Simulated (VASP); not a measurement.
Crystal: Ag.

```
Ag
1.0
     0.00000    2.04310    2.04310
     2.04310    0.00000    2.04310
     2.04310    2.04310    0.00000
Ag
1
Cartesian
  0.0000 0.0000 0.0000
```

Base run:

* Program: VASP 6.6.1
* Functional: PBEsol
* Potentials or basis: VASP PAW PBE potentials, release 64 (Ag)
* Cutoff: 400 eV
* k mesh: 15 × 15 × 15
* Occupations: fermi-dirac, width 0.05 eV
* Spin: no spin polarisation

Its results: band gap on the k mesh zero (an odd number of electrons rules out a gap without spin polarisation); pressure -3.3 GPa.

Task: The run is repeated on the same cell with these changes: functional from PBEsol to r2SCAN; cutoff from 400 eV to 440 eV. What comes out?

Result: Band gap on the k mesh zero (an odd number of electrons rules out a gap without spin polarisation); pressure 1.5 GPa.

Caveats: the PAW data sets were made with another functional, which shifts forces and pressure a little; the cell stands under tension (at least some runs).
